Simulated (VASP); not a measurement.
# C (I4_1/amd) in VASP: a series of runs, part 2 of 2

VASP 6.6.1.

**4. Electric field gradients, LDA (equal xx and yy strain of -1 %)**

Contents of INCAR:

```
SYSTEM = C
PREC = Accurate
ENCUT = 520
EDIFF = 1E-8
ISMEAR = -1
SIGMA = 0.03
LREAL = .FALSE.
LASPH = .TRUE.
NELM = 80
ALGO = Normal
ISIF = 2
LWAVE = .FALSE.
LCHARG = .FALSE.
GGA = CA
LEFG = .TRUE.
NBANDS = 11
```

Contents of KPOINTS:

```
regular mesh
0
G
  16 16 16
  0 0 0
```

Contents of POSCAR:

```
C
1.0
    0.0000000000      1.7655660000      1.7834000000
    1.7655660000      0.0000000000      1.7834000000
    1.7655660000      1.7655660000      0.0000000000
C
2
Direct
    0.5000000000      0.5000000000      0.5000000000
    0.7500000000      0.7500000000      0.7500000000
```

Potentials or basis: VASP PAW LDA potentials, release 64 (C).

Run with:

```bash
> cat potpaw_LDA.64/C/POTCAR > POTCAR
> mpirun -np 1 vasp_std > vasp.out
```

OUTCAR:

```text
SYSTEM = C
   PREC = Accurate
   ENCUT = 520
   EDIFF = 1E-8
   ISMEAR = -1
   LREAL = .FALSE.
   LASPH = .TRUE.
   NELM = 80
   ISIF = 2
   GGA = CA

 ion  position               nearest neighbor table
   1  0.500  0.500  0.500-   2 1.53   2 1.53   2 1.53   2 1.53
   2  0.750  0.750  0.750-   1 1.53   1 1.53   1 1.53   1 1.53

  LATTYP: Found a body centered tetragonal cell.
 ALAT       =     2.4968873825
 C/A-ratio  =     1.4284985479

  Lattice vectors:

 A1 = (  -1.7655660000,   0.0000000000,   1.7834000000)
 A2 = (   1.7655660000,   0.0000000000,   1.7834000000)
 A3 = (   0.0000000000,   1.7655660000,  -1.7834000000)

Analysis of symmetry for initial positions (statically):
=====================================================================
 Subroutine PRICEL returns:
 Original cell was already a primitive cell.

 Routine SETGRP: Setting up the symmetry group for a
 body centered tetragonal supercell.

[... 526 lines left out ...]
      direct lattice vectors                 reciprocal lattice vectors
     0.000000000  1.765566000  1.783400000    -0.283195304  0.283195304  0.280363351
     1.765566000  0.000000000  1.783400000     0.283195304 -0.283195304  0.280363351
     1.765566000  1.765566000  0.000000000     0.283195304  0.283195304 -0.280363351

 POSITION                                       TOTAL-FORCE (eV/Angst)
 -----------------------------------------------------------------------------------
      1.76557      1.76557      1.78340         0.000000      0.000000     -0.000000
      2.64835      2.64835      2.67510         0.000000      0.000000      0.000000
 -----------------------------------------------------------------------------------
    total drift:                                0.000000     -0.000000      0.000000

  FREE ENERGIE OF THE ION-ELECTRON SYSTEM (eV)
  ---------------------------------------------------
  free  energy   TOTEN  =       -20.2428222516 eV

  energy  without entropy=      -20.2428222516  energy(sigma->0) =      -20.24282225

 Electric field gradients (V/A^2)
---------------------------------------------------------------------
 ion       V_xx      V_yy      V_zz      V_xy      V_xz      V_yz
---------------------------------------------------------------------
   1      -0.199    -0.199     0.397    -0.000    -0.000    -0.000
   2      -0.199    -0.199     0.397    -0.000    -0.000    -0.000
---------------------------------------------------------------------

 Electric field gradients after diagonalization (V/A^2)
 (convention: |V_zz| > |V_xx| > |V_yy|)
----------------------------------------------------------------------
 ion       V_xx      V_yy      V_zz     asymmetry (V_yy - V_xx)/ V_zz
----------------------------------------------------------------------
   1      -0.199    -0.198     0.397       0.001
   2      -0.199    -0.198     0.397       0.001
----------------------------------------------------------------------

           NMR quadrupolar parameters

 Cq : quadrupolar parameter    Cq=e*Q*V_zz/h
 eta: asymmetry parameters     (V_yy - V_xx)/ V_zz
 Q  : nuclear electric quadrupole moment in mb (millibarn)
----------------------------------------------------------------------
 ion       Cq(MHz)       eta       Q (mb)
----------------------------------------------------------------------
   1       0.001       0.001       1.000
   2       0.001       0.001       1.000
----------------------------------------------------------------------
```

OSZICAR:

```text
N       E                     dE             d eps       ncg     rms          rms(c)
DAV:   1    -0.167049698345E+01   -0.16705E+01   -0.47873E+03  8185   0.699E+02
DAV:   2    -0.207381882858E+02   -0.19068E+02   -0.18512E+02  9943   0.127E+02
DAV:   3    -0.210888055799E+02   -0.35062E+00   -0.34991E+00  8923   0.131E+01
DAV:   4    -0.210894094869E+02   -0.60391E-03   -0.60389E-03  8295   0.697E-01
DAV:   5    -0.210894103155E+02   -0.82857E-06   -0.82905E-06  8772   0.238E-02    0.584E+00
DAV:   6    -0.204615567966E+02    0.62785E+00   -0.33510E-01  7894   0.403E+00    0.339E+00
DAV:   7    -0.202429473751E+02    0.21861E+00   -0.39782E-01  8371   0.440E+00    0.746E-01
DAV:   8    -0.202428359512E+02    0.11142E-03   -0.97347E-03  8146   0.814E-01    0.291E-02
DAV:   9    -0.202428206195E+02    0.15332E-04   -0.37072E-05  8758   0.473E-02    0.208E-02
DAV:  10    -0.202428223235E+02   -0.17040E-05   -0.22217E-06  8392   0.123E-02    0.494E-03
DAV:  11    -0.202428222588E+02    0.64726E-07   -0.95673E-08  8554   0.232E-03    0.609E-04
DAV:  12    -0.202428222516E+02    0.71368E-08   -0.18564E-09  4982   0.393E-04
   1 F= -.20242822E+02 E0= -.20242822E+02  d E =-.862369E-11
```

stdout:

```text
POSCAR found type information on POSCAR C
 POSCAR found :  1 types and       2 ions
 scaLAPACK will be used
 LDA part: xc-table for (Slater(with rela. corr.)+CA(PZ))
 , standard interpolation
 POSCAR, INCAR and KPOINTS ok, starting setup
 FFT: planning ... GRIDC
 FFT: planning ... GRID_SOFT
 FFT: planning ... GRID
 WAVECAR not read
 entering main loop
ion   1

ion   2
```

Run time: 67 s. Hardware: 1 thread of Intel Xeon 8259CL, shared host; peak memory 0.14 GiB.

Results:

```
Free energy                             : -20.2428 eV
Pressure                                : -2.8 GPa
Band gap on the k mesh                  : 4.02 eV (least direct gap 5.51 eV)
Largest electric field gradient by atom : C +0.4 V/Å²
```

Stress tensor (GPa, compression positive):
```
 0.39  0.00  0.00
 0.00  0.39  0.00
 0.00  0.00 -9.20
```

Electric field gradients, principal values (V/Å²):
```tsv
atom	least	middle	greatest (by size)
1 C	-0.198	-0.199	0.397
2 C	-0.198	-0.199	0.397
```

Caveat: the cell differs from its parent crystal (equal xx and yy strain of -1 %); without QUAD_EFG the Cq values of the log hold for a quadrupole moment of 1 mb, not for the nuclei. A k mesh can miss the band edges.

**5. Electric field gradients, LDA (equal xx and yy strain of -1 %)**

Contents of INCAR:

```
SYSTEM = C
ALGO = Normal
EDIFF = 1E-8
ENCUT = 520
ISIF = 2
ISMEAR = -1
LASPH = .TRUE.
LCHARG = .FALSE.
LEFG = .TRUE.
LREAL = .FALSE.
LWAVE = .FALSE.
NBANDS = 11
NELM = 100
PREC = Accurate
SIGMA = 0.03
```

Contents of KPOINTS:

```
k-points
0
G
  16 16 16
  0 0 0
```

POSCAR is that of step 4.

Potentials or basis: VASP PAW LDA potentials, release 64 (C).

Run with:

```bash
> cat potpaw_LDA.64/C/POTCAR > POTCAR
> mpirun -np 1 vasp_std > vasp.out
```

OUTCAR:

```text
SYSTEM = C
   EDIFF = 1E-8
   ENCUT = 520
   ISIF = 2
   ISMEAR = -1
   LASPH = .TRUE.
   LREAL = .FALSE.
   NELM = 100
   PREC = Accurate

 ion  position               nearest neighbor table
   1  0.500  0.500  0.500-   2 1.53   2 1.53   2 1.53   2 1.53
   2  0.750  0.750  0.750-   1 1.53   1 1.53   1 1.53   1 1.53

  LATTYP: Found a body centered tetragonal cell.
 ALAT       =     2.4968873825
 C/A-ratio  =     1.4284985479

  Lattice vectors:

 A1 = (  -1.7655660000,   0.0000000000,   1.7834000000)
 A2 = (   1.7655660000,   0.0000000000,   1.7834000000)
 A3 = (   0.0000000000,   1.7655660000,  -1.7834000000)

Analysis of symmetry for initial positions (statically):
=====================================================================
 Subroutine PRICEL returns:
 Original cell was already a primitive cell.

 Routine SETGRP: Setting up the symmetry group for a
 body centered tetragonal supercell.

 Subroutine GETGRP returns: Found 16 space group operations
 (whereof  8 operations were pure point group operations)
 out of a pool of 16 trial point group operations.

The static configuration has the point symmetry D_2d.
 The point group associated with its full space group is D_4h.

Analysis of symmetry for dynamics (positions and initial velocities):
=====================================================================
 Subroutine PRICEL returns:
 Original cell was already a primitive cell.

 Routine SETGRP: Setting up the symmetry group for a
 body centered tetragonal supercell.

 Subroutine GETGRP returns: Found 16 space group operations
 (whereof  8 operations were pure point group operations)
 out of a pool of 16 trial point group operations.

[... 482 lines left out ...]
      4       9.8963      2.00000
      5      15.8760      0.00000
      6      16.3850      0.00000
      7      16.8612      0.00000
      8      24.1689      0.00000
      9      29.7547      0.00000
     10      33.4698      0.00000
     11      34.7304      0.00000

 [... further k-points ...]

------------------------ aborting loop because EDIFF is reached ----------------------------------------

  FORCE on cell =-STRESS in cart. coord.  units (eV):
  Direction    XX          YY          ZZ          XY          YZ          ZX
  --------------------------------------------------------------------------------------
  -------------------------------------------------------------------------------------
  Total        0.0272255      0.0272255     -0.6386122      0.0000000      0.0000000      0.0000000
  in kB        3.9231938      3.9231938    -92.0239999      0.0000000      0.0000000      0.0000000
  external PRESSURE =     -28.0592041 kB  Pullay stress =       0.0000000 kB

 VOLUME and BASIS-vectors are now :
 -----------------------------------------------------------------------------
  energy-cutoff  :      520.00
  volume of cell :       11.12
      direct lattice vectors                 reciprocal lattice vectors
     0.000000000  1.765566000  1.783400000    -0.283195304  0.283195304  0.280363351
     1.765566000  0.000000000  1.783400000     0.283195304 -0.283195304  0.280363351
     1.765566000  1.765566000  0.000000000     0.283195304  0.283195304 -0.280363351

 POSITION                                       TOTAL-FORCE (eV/Angst)
 -----------------------------------------------------------------------------------
      1.76557      1.76557      1.78340         0.000000      0.000000     -0.000000
      2.64835      2.64835      2.67510         0.000000      0.000000      0.000000
 -----------------------------------------------------------------------------------
    total drift:                                0.000000     -0.000000      0.000000

  FREE ENERGIE OF THE ION-ELECTRON SYSTEM (eV)
  ---------------------------------------------------
  free  energy   TOTEN  =       -20.2428222516 eV

  energy  without entropy=      -20.2428222516  energy(sigma->0) =      -20.24282225

 Electric field gradients (V/A^2)
---------------------------------------------------------------------
 ion       V_xx      V_yy      V_zz      V_xy      V_xz      V_yz
---------------------------------------------------------------------
   1      -0.199    -0.199     0.397    -0.000    -0.000    -0.000
   2      -0.199    -0.199     0.397    -0.000    -0.000    -0.000
---------------------------------------------------------------------

 Electric field gradients after diagonalization (V/A^2)
 (convention: |V_zz| > |V_xx| > |V_yy|)
----------------------------------------------------------------------
 ion       V_xx      V_yy      V_zz     asymmetry (V_yy - V_xx)/ V_zz
----------------------------------------------------------------------
   1      -0.199    -0.198     0.397       0.001
   2      -0.199    -0.198     0.397       0.001
----------------------------------------------------------------------

           NMR quadrupolar parameters

 Cq : quadrupolar parameter    Cq=e*Q*V_zz/h
 eta: asymmetry parameters     (V_yy - V_xx)/ V_zz
 Q  : nuclear electric quadrupole moment in mb (millibarn)
----------------------------------------------------------------------
 ion       Cq(MHz)       eta       Q (mb)
----------------------------------------------------------------------
   1       0.001       0.001       1.000
   2       0.001       0.001       1.000
----------------------------------------------------------------------
```

Run time: 61 s. Hardware: 1 thread of Intel Xeon 8259CL, shared host; peak memory 0.14 GiB.

Results:

```yaml
Free_energy: -20.2428 eV
Pressure: -2.8 GPa
Band_gap_on_the_k_mesh: 4.02 eV (least direct gap 5.51 eV)
Largest_electric_field_gradient_by_atom: C +0.4 V/Å²
```

Levels at points of the mesh, in eV from the valence-band top:
| k point | band 2 | band 3 | band 4 | band 5 | band 6 | band 7 |
| --- | --- | --- | --- | --- | --- | --- |
| (0.00, 0.00, 0.00) | -0.16 | 0.00 | 0.00 | 5.51 | 5.51 | 5.63 |
| (0.50, 0.00, 0.00) | -13.63 | -2.98 | -2.80 | 8.33 | 8.46 | 9.28 |
| (0.50, 0.50, 0.00) | -12.91 | -6.36 | -6.36 | 4.86 | 4.86 | 16.85 |
| (0.50, 0.00, 0.50) | -12.75 | -6.51 | -6.51 | 4.62 | 4.62 | 16.89 |

Electric field gradients, principal values (V/Å²):
```csv
atom,least,middle,greatest (by size)
1 C,-0.198,-0.199,0.397
2 C,-0.198,-0.199,0.397
```

Caveat: the cell differs from its parent crystal (equal xx and yy strain of -1 %); without QUAD_EFG the Cq values of the log hold for a quadrupole moment of 1 mb, not for the nuclei. A k mesh can miss the band edges.
